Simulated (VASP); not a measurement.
A run of VASP 6.6.1:

The input INCAR:

```
PREC = Accurate ; ENCUT = 520
EDIFF = 1E-7 ; ISMEAR = -1
SIGMA = 0.05 ; LREAL = F
LASPH = T ; NELM = 100
ALGO = Normal ; ISIF = 2
LWAVE = F ; LCHARG = F
GGA = PE ; NBANDS = 16
```

KPOINTS

```
Automatic mesh
0
Gamma
  8 8 8
```

File POSCAR:

```
InAs
1.0
    0.0000000000      2.8757668223      2.8757668223
    2.8757668223      0.0000000000      2.8757668223
    2.8757668223      2.8757668223      0.0000000000
In As
1 1
Direct
    0.5000000000      0.5000000000      0.5000000000
    0.0000000000      0.0000000000      0.0000000000
```

Potentials or basis: VASP PAW PBE potentials, release 64 (In_d, As).

Launch:

```console
$ cat potpaw_PBE.64/In_d/POTCAR potpaw_PBE.64/As/POTCAR > POTCAR
$ mpirun -np 1 vasp_std > vasp.out
```

Hardware: 1 thread of AMD EPYC 7R13, on a shared host.

How long does it take, and how much memory?

Wall time 44 s on 1 thread of AMD EPYC 7R13, on a shared host, peak memory 0.18 GiB. Counts: scf iterations 14, k points 29.
